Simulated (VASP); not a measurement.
Crystal: Ta4O.

```
Ta O
1.0
     4.26798    0.00000    0.00000
     0.00000    4.26798    0.00000
     0.00000    0.00000    4.26798
Ta O
4 1
Direct
  0.00000 0.00000 0.00000
  0.50000 0.50000 0.00000
  0.50000 0.00000 0.50000
  0.00000 0.50000 0.50000
  0.50000 0.50000 0.50000
```

```yaml
Program: VASP 6.6.1
Task: relaxation of cell and atoms
Functional: PBE
Potentials_or_basis: VASP PAW PBE potentials, release 64 (Ta_pv, O)
Cutoff: 600 eV
k_mesh: 10 × 10 × 10
Occupations: gaussian, width 0.1 eV
Spin: no spin polarisation
```

At the start: pressure 4.5 GPa; volume 15.55 Å³/atom.

Where does the relaxation end?

Over 3 steps the energy falls by 4.2 meV/atom and the volume is 15.86 Å³/atom (+2.0 %); space group Pm-3m (No. 221, to 0.05 Å).

Step by step:
```csv
step,energy change (eV),largest force (eV/Å),pressure (GPa),volume (Å³)
1,0.0000,0.0000,4.54,77.74
2,0.0807,0.0000,-8.88,82.81
3,-0.0212,0.0000,-0.07,79.29
```

Final structure:
```yaml
crystal:
  lattice:
    - [4.29616, 0.00000, 0.00000]
    - [0.00000, 4.29616, 0.00000]
    - [0.00000, 0.00000, 4.29616]
  atoms:
    - { symbol: Ta, position: [0.00000, 0.00000, 0.00000] }
    - { symbol: Ta, position: [0.50000, 0.50000, 0.00000] }
    - { symbol: Ta, position: [0.50000, 0.00000, 0.50000] }
    - { symbol: Ta, position: [0.00000, 0.50000, 0.50000] }
    - { symbol: O, position: [0.50000, 0.50000, 0.50000] }
```
